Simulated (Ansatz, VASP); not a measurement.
**Two plane-wave programs on Si2Ge**

```xyz
6
Lattice="3.8921 0.0000 0.0000 -1.9460 3.3706 0.0000 0.0000 0.0000 9.5299" Properties=species:S:1:pos:R:3 pbc="T T T"
Si    1.9460    1.1235    1.6085
Si    0.0000    2.2471    7.9226
Si    1.9460    1.1235    3.9506
Si    0.0000    0.0000    7.1663
Ge    0.0000    2.2471    0.7965
Ge    0.0000    0.0000    4.7626
```

Alike in both runs: functional PBEsol; k mesh 12 × 12 × 4; occupations gaussian, width 0.1 eV; no spin polarisation.

Ansatz relaxed the structure, and its values are those at the end. VASP's run is a single point on that final structure, the one shown.

|  | VASP | Ansatz |
| --- | --- | --- |
| version | VASP 6.6.1 | Ansatz 0.2.0 |
| potentials or method | VASP PAW PBE potentials, release 64 (Si, Ge_d), cutoff 520 eV | scalar-relativistic, plane waves, PAW |
| valence electrons in the cell | 44 | 44 |

```tsv
	VASP	Ansatz	Ansatz less VASP
gap on the k mesh at the Fermi level (eV)	0.46	0.46	+0.001
least direct gap on the mesh (eV)	1.14	1.14	-0.003
pressure (GPa)	0.0	0.0	-0.02
rms of the force components (eV/Å)	0.004	0.000	-0.0041
```

VASP's potentials were made for PBE, not for PBEsol. With one functional, cell and mesh, what is left measures potentials, basis and numerics.
